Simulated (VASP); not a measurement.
# SnO (P6_3/mmc) in VASP: notebook

SnO is run at these levels: PBE; tasks: relaxation of cell and atoms.

Program: VASP 6.6.1. These are calculated values, not measurements. Logs are shortened: lines on timing, memory, paths and dates and some standing lists are left out, and cuts for length are marked.

## Step 1: The cell of the first run

It takes space group P6_3/mmc (No. 194, hexagonal). Conventional cell: a = 3.493 Å, b = 3.493 Å, c = 5.756 Å, α = 90.00°, β = 90.00°, γ = 120.00°. Sn (site symmetry -3m) has 6 O at 2.48 Å and 2 Sn at 2.88 Å within 3.3 Å. O (site symmetry -6m2) has 6 Sn at 2.48 Å within 3.3 Å.

## Step 2: Relaxation of cell and atoms, PBE

Input file INCAR:

```
ALGO = Normal ; EDIFF = 1E-7
EDIFFG = -0.04 ; ENCUT = 600
GGA = PE ; IBRION = 2
ISIF = 3 ; ISMEAR = 0
LASPH = True ; LCHARG = False
LREAL = False ; LWAVE = False
NELM = 80 ; NSW = 90
PREC = Accurate ; SIGMA = 0.1
```

Input file KPOINTS:

```
k-points
0
Gamma
  6 6 4
```

Input file POSCAR:

```
SnO
1.0
    3.4933787500      0.0000000000      0.0000000000
   -1.7466893700      3.0253547400      0.0000000000
    0.0000000000      0.0000000000      5.7556545900
Sn O
2 2
Direct
    0.0000000000      0.0000000000      0.0000000000
    0.0000000000      0.0000000000      0.5000000000
    0.3333333300      0.6666666700      0.7500000000
    0.6666666700      0.3333333300      0.2500000000
```

Potentials or basis: VASP PAW PBE potentials, release 64 (Sn_d, O).

Started as:

```sh
cat potpaw_PBE.64/Sn_d/POTCAR potpaw_PBE.64/O/POTCAR > POTCAR
mpirun -np 1 vasp_std > vasp.out
```

OUTCAR:

```text
EDIFF = 1E-7
   EDIFFG = -0.04
   ENCUT = 600
   GGA = PE
   IBRION = 2
   ISIF = 3
   ISMEAR = 0
   LASPH = True
   LREAL = False
   NELM = 80
   NSW = 90
   PREC = Accurate

 ion  position               nearest neighbor table
   1  0.000  0.000  0.000-   3 2.48   4 2.48   3 2.48   4 2.48   4 2.48   3 2.48   2 2.88   2 2.88

   2  0.000  0.000  0.500-   3 2.48   4 2.48   3 2.48   4 2.48   4 2.48   3 2.48   1 2.88   1 2.88

   3  0.333  0.667  0.750-   1 2.48   2 2.48   1 2.48   2 2.48   1 2.48   2 2.48
   4  0.667  0.333  0.250-   1 2.48   2 2.48   1 2.48   2 2.48   1 2.48   2 2.48

  LATTYP: Found a hexagonal cell.
 ALAT       =     3.4933787500
 C/A-ratio  =     1.6475896265

  Lattice vectors:

 A1 = (   3.4933787500,   0.0000000000,   0.0000000000)
 A2 = (  -1.7466893700,   3.0253547400,   0.0000000000)
 A3 = (   0.0000000000,   0.0000000000,   5.7556545900)

Analysis of symmetry for initial positions (statically):
=====================================================================
 Subroutine PRICEL returns:
 Original cell was already a primitive cell.

 Routine SETGRP: Setting up the symmetry group for a
 hexagonal supercell.

 Subroutine GETGRP returns: Found 24 space group operations
 (whereof 12 operations were pure point group operations)
 out of a pool of 24 trial point group operations.

The static configuration has the point symmetry D_3d.
 The point group associated with its full space group is D_6h.

Analysis of symmetry for dynamics (positions and initial velocities):
=====================================================================
 Subroutine PRICEL returns:
 Original cell was already a primitive cell.

 Routine SETGRP: Setting up the symmetry group for a
 hexagonal supercell.

 Subroutine GETGRP returns: Found 24 space group operations
 (whereof 12 operations were pure point group operations)
 out of a pool of 24 trial point group operations.

The dynamic configuration has the point symmetry D_3d.
 The point group associated with its full space group is D_6h.

 Subroutine INISYM returns: Found 24 space group operations
 (whereof 12 operations are pure point group operations),
 and found     1 'primitive' translations

----------------------------------------------------------------------------------------

                                     Primitive cell

  volume of cell :      60.8298

  direct lattice vectors                    reciprocal lattice vectors
     3.493378750  0.000000000  0.000000000     0.286255820  0.165269875  0.000000000
    -1.746689370  3.025354740  0.000000000     0.000000000  0.330539750  0.000000000
     0.000000000  0.000000000  5.755654590     0.000000000  0.000000000  0.173742184

[... 77 lines left out ...]
   ISPIN  =      1    spin polarized calculation?
   LNONCOLLINEAR =      F non collinear calculations
   LSORBIT =      F    spin-orbit coupling
   LASPH  =      T    aspherical Exc in radial PAW
   ENCUT  =  600.0 eV  44.10 Ry    6.64 a.u.   6.98  6.98 11.50*2*pi/ulx,y,z
   NELM   =     80;   NELMIN=  2; NELMDL= -5     # of ELM steps
   EDIFF  = 0.1E-06   stopping-criterion for ELM
   LREAL  =      F    real-space projection
   EDIFFG = -.4E-01   stopping-criterion for IOM
   NSW    =     90    number of steps for IOM
   IBRION =      2    ionic relax: 0-MD 1-quasi-New 2-CG
   NFREE  =      1    steps in history (QN), initial steepest desc. (CG)
   ISIF   =      3    stress and relaxation
   ISYM   =      2    0-nonsym 1-usesym 2-fastsym
   POTIM  = 0.5000    time-step for ionic-motion
   TEBEG  =    0.0;   TEEND  =   0.0 temperature during run
   PSTRESS=    0.0 pullay stress
   NELECT =      40.0000    total number of electrons
   NUPDOWN=      -1.0000    fix difference up-down
   EMIN   =  10.00;   EMAX   =-10.00  energy-range for DOS
   EFERMI =   0.00;   METHOD = LEGACY
   ISMEAR =     0;   SIGMA  =   0.10  broadening in eV -4-tet -1-fermi 0-gaus
   EFERMI_NEDOS =   21; number of points for ismear=-14 and -15
   IALGO  =     38    algorithm
   IMIX   =      4    mixing-type and parameters
     AMIX     =   0.40;   BMIX     =  1.00
     AMIX_MAG =   1.60;   BMIX_MAG =  1.00
  volume/ion in A,a.u.               =      15.21       102.63
  Fermi-wavevector in a.u.,A,eV,Ry     =   1.423604  2.690222 27.574233  2.026649
  Thomas-Fermi vector in A             =   2.544184
   LORBIT       =      0    0 simple, 1 ext, 2 COOP (PROOUT), +10 PAW based schemes
   GGA     = PE    functional components
   LHFCALC =     F    Hartree Fock is set to
   AEXX    =    0.0000 exact exchange contribution
   IVDW    =     0    specifies the selected vdW correction
   LEPSILON=     F    determine dielectric tensor
   LRPA    =     F    only Hartree local field effects (RPA)
 conjugate gradient relaxation of ions
 non-spin polarized calculation
 Gauss-broadening in eV      SIGMA  =   0.10
  energy-cutoff  :      600.00
  volume of cell :       60.83
 maximum number of plane-waves:      2042
 NGX is ok and might be reduce to    28
   NGX = 13   NGY = 13   NGZ = 23

--------------------------------------- Ionic step        1  -------------------------------------------

 number of electron      40.0000019 magnetization

 Free energy of the ion-electron system (eV)
  ---------------------------------------------------
  ext. energy  EPLUGINS =         0.00000000
  ---------------------------------------------------
  free energy    TOTEN  =       -20.23898818 eV

  energy without entropy =      -20.23749735  energy(sigma->0) =      -20.23824277

------------------------ aborting loop because EDIFF is reached ----------------------------------------

  FORCE on cell =-STRESS in cart. coord.  units (eV):
  Direction    XX          YY          ZZ          XY          YZ          ZX
  --------------------------------------------------------------------------------------
  -------------------------------------------------------------------------------------
  Total        4.2266281      4.2266281      7.8457843      0.0000000      0.0000000     -0.0000000
  in kB      111.3237719    111.3237717    206.6475427      0.0000002      0.0000000     -0.0000000
  external PRESSURE =     143.0983621 kB  Pullay stress =       0.0000000 kB
[... 139 lines left out ...]
--------------------------------------- Ionic step        5  -------------------------------------------

 number of electron      40.0000010 magnetization

 Free energy of the ion-electron system (eV)
  ---------------------------------------------------
  ext. energy  EPLUGINS =         0.00000000
  ---------------------------------------------------
  free energy    TOTEN  =       -20.65586096 eV

  energy without entropy =      -20.65412593  energy(sigma->0) =      -20.65499345

 E-fermi :   7.5989     XC(G=0): -10.6588

 val. band max:        7.5329892504   @ k =   0.1667   0.0000   0.0000
 cond. band min:       7.7256082482   @ k =   0.3333   0.3333   0.0000
 fundamental gap:      0.1926189978
 Fermi energy:         7.5988968833

 k-point     1 :       0.0000    0.0000    0.0000
  band No.  band energies     occupation
      1     -14.3641      2.00000
      2     -14.2367      2.00000
      3     -14.2367      2.00000
      4     -14.2238      2.00000
      5     -14.2238      2.00000
      6     -14.1858      2.00000
[... 587 lines left out ...]
  FREE ENERGIE OF THE ION-ELECTRON SYSTEM (eV)
  ---------------------------------------------------
  free  energy   TOTEN  =       -20.6558609577 eV

  energy  without entropy=      -20.6541259324  energy(sigma->0) =      -20.65499345

 reached required accuracy - stopping structural energy minimisation
```

OSZICAR:

```text
N       E                     dE             d eps       ncg     rms          rms(c)
DAV:   1     0.432306578268E+03    0.43231E+03   -0.22544E+04  1032   0.286E+03
DAV:   2     0.368833386959E+02   -0.39542E+03   -0.38872E+03  1104   0.633E+02
DAV:   3    -0.213154588177E+02   -0.58199E+02   -0.57321E+02  1192   0.203E+02
[... 57 lines left out ...]
DAV:   5    -0.206560593537E+02   -0.31254E-03   -0.17055E-02  1152   0.149E+00    0.129E-01
DAV:   6    -0.206558613612E+02    0.19799E-03   -0.13639E-03  1384   0.304E-01    0.487E-02
DAV:   7    -0.206558605186E+02    0.84262E-06   -0.10965E-04  1312   0.994E-02    0.608E-03
DAV:   8    -0.206558609536E+02   -0.43502E-06   -0.64387E-06  1328   0.250E-02    0.317E-03
DAV:   9    -0.206558609577E+02   -0.40836E-08   -0.56448E-07  1000   0.849E-03
   5 F= -.20655861E+02 E0= -.20654993E+02  d E =-.733308E-01
```

Run time: 63 s. Hardware: 1 thread of Intel Xeon 6975P-C (Granite Rapids), shared host; peak memory 0.21 GiB.

Results:

- Free energy: -20.6559 eV
- Relaxed volume: 16.84 Å³/atom
- Relaxed cell: a = 3.481 Å, b = 3.481 Å, c = 6.420 Å, α = 90.00°, β = 90.00°, γ = 120.00°
- Space group after relaxing (to 0.05 Å): P6_3/mmc (No. 194)
- Energy gained by relaxing: 104.2 meV/atom
- Ionic steps: 5
- Pressure after relaxing: -0.1 GPa
- Band gap on the k mesh: zero (band 20 reaches 7.73 eV, above the bottom of band 21 at 6.97 eV)

Stress tensor (GPa, compression positive):
```
-0.35  0.00  0.00
 0.00 -0.35  0.00
 0.00  0.00  0.28
```

The path:
```
step  energy change (eV)  largest force (eV/Å)  pressure (GPa)  volume (Å³)
   1              0.0000                0.0000           14.31        60.83
   2             -0.2603                0.0000           -5.69        73.55
   3             -0.3435                0.0000           -0.61        68.75
   4             -0.3695                0.0000           -0.32        68.43
   5             -0.4169                0.0000           -0.14        67.36
```

Final structure:
```
CELL_PARAMETERS angstrom
3.48065 0.00000 0.00000
-1.74032 3.01433 0.00000
0.00000 0.00000 6.41981
ATOMIC_POSITIONS crystal
Sn 0.00000 0.00000 0.00000
Sn 0.00000 0.00000 0.50000
O 0.33333 0.66667 0.75000
O 0.66667 0.33333 0.25000
```

Caveat: spin-orbit coupling is left out, which moves the levels of the heavy elements.

## Step 3: Relaxation of cell and atoms, PBE

This run uses another cell than the first one, of 16.79 Å³/atom, 1.104 times its volume.

Input file INCAR:

```
SYSTEM = SnO
PREC     = Accurate       ! precision mode
ENCUT    = 600            ! plane-wave cutoff, eV
EDIFF    = 1E-6           ! SCF threshold, eV
ISMEAR   = 0              ! smearing method
SIGMA    = 0.1            ! smearing width, eV
LREAL    = .False.        ! projectors in reciprocal space
LASPH    = .True.         ! aspherical terms in the spheres
NELM     = 100            ! most SCF steps
ALGO     = Normal         ! electronic algorithm
ISIF     = 3              ! what is computed and relaxed
LWAVE    = .False.        ! write WAVECAR
LCHARG   = .False.        ! write CHGCAR
GGA      = PE             ! functional
IBRION   = 2              ! ionic algorithm
NSW      = 100            ! ionic steps
EDIFFG   = -0.01          ! ionic threshold
```

Input file KPOINTS:

```
Automatic mesh
0
Gamma
  18 18 8
  0 0 0
```

Input file POSCAR:

```
SnO
1.0
    3.4704348908      0.0000000000      0.0000000000
   -1.7352174454      3.0054847776      0.0000000000
    0.0000000000      0.0000000000      6.4398868621
Sn O
2 2
Direct
    0.0000000000      0.0000000000      0.0000000000
    0.0000000000      0.0000000000      0.5000000000
    0.3333333333      0.6666666667      0.7500000000
    0.6666666667      0.3333333333      0.2500000000
```

Potentials or basis: VASP PAW PBE potentials, release 64 (Sn_d, O).

Started as:

```sh
cat potpaw_PBE.64/Sn_d/POTCAR potpaw_PBE.64/O/POTCAR > POTCAR
mpirun -np 1 vasp_std > vasp.out
```

Wall time 4.2 min (1 thread of Intel Xeon 6975P-C (Granite Rapids), shared host); peak memory 0.43 GiB.

It converged, with:

```
Free energy                            : -20.6525 eV
Relaxed volume                         : 16.76 Å³/atom
Relaxed cell                           : a = 3.469 Å, b = 3.469 Å, c = 6.436 Å, α = 90.00°, β = 90.00°, γ = 120.00°
Space group after relaxing (to 0.05 Å) : P6_3/mmc (No. 194)
Energy gained by relaxing              : 0.0 meV/atom
Ionic steps                            : 3
Pressure after relaxing                : 0.0 GPa
Band gap on the k mesh                 : zero (band 20 reaches 7.79 eV, above the bottom of band 21 at 7.02 eV)
```

Final structure:
```xyz
4
Lattice="3.4686 0.0000 0.0000 -1.7343 3.0039 0.0000 0.0000 0.0000 6.4362" Properties=species:S:1:pos:R:3 pbc="T T T"
Sn    0.0000    0.0000    0.0000
Sn    0.0000    0.0000    3.2181
O     0.0000    2.0026    4.8272
O     1.7343    1.0013    1.6091
```

Levels at points of the mesh, in eV from the Fermi level:
| k point | band 16 | band 17 | band 18 | band 19 | band 20 | band 21 | band 22 | band 23 | band 24 |
| --- | --- | --- | --- | --- | --- | --- | --- | --- | --- |
| (0.00, 0.00, 0.00) | -2.92 | -2.92 | -2.72 | -2.72 | -0.63 | 0.55 | 5.84 | 5.84 | 7.10 |
| (0.50, 0.00, 0.00) | -5.37 | -3.85 | -2.88 | -1.92 | -0.73 | -0.50 | 2.26 | 3.42 | 4.21 |
| (0.00, 0.00, 0.50) | -2.82 | -2.82 | -2.82 | -2.34 | -2.34 | 3.02 | 3.02 | 6.32 | 6.32 |
| (0.50, 0.00, 0.50) | -4.32 | -3.40 | -3.40 | -2.35 | -2.35 | 1.88 | 1.88 | 3.92 | 3.92 |

Caveat: spin-orbit coupling is left out, which moves the levels of the heavy elements.
